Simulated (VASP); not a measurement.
The system is GaAs.

```
CELL_PARAMETERS angstrom
0.00000 2.87509 2.87509
2.87509 0.00000 2.87509
2.87509 2.87509 0.00000
ATOMIC_POSITIONS crystal
Ga 0.00000 0.00000 0.00000
As 0.25000 0.25000 0.25000
```

```yaml
Program: VASP 6.6.1
Task: relaxation of cell and atoms
Functional: PBEsol
Potentials_or_basis: VASP PAW PBE potentials, release 64 (Ga_d, As)
Cutoff: 600 eV
k_mesh: 10 × 10 × 10
Occupations: gaussian, width 0.05 eV
Spin: no spin polarisation
```

At the start: pressure -2.9 GPa; volume 23.77 Å³/atom.

Where does the relaxation end?

Over 3 steps the energy falls by 9.9 meV/atom and the volume is 22.70 Å³/atom (-4.5 %); space group F-43m (No. 216, to 0.05 Å).

The path:
```tsv
step	energy change (eV)	largest force (eV/Å)	pressure (GPa)	volume (Å³)
1	0.0000	0.0000	-2.86	47.53
2	-0.0173	0.0000	1.14	44.67
3	-0.0199	0.0000	0.03	45.39
```

Final structure:
```cif
data_structure
_symmetry_space_group_name_H-M 'P 1'
_symmetry_Int_Tables_number 1
_cell_length_a 4.0041
_cell_length_b 4.0041
_cell_length_c 4.0041
_cell_angle_alpha 60.000
_cell_angle_beta 60.000
_cell_angle_gamma 60.000
_cell_volume 45.39
loop_
_atom_site_label
_atom_site_type_symbol
_atom_site_fract_x
_atom_site_fract_y
_atom_site_fract_z
_atom_site_occupancy
Ga1 Ga 0.00000 0.00000 0.00000 1
As1 As 0.25000 0.25000 0.25000 1
```

Caveat: the PAW data sets were made with another functional, which shifts forces and pressure a little.
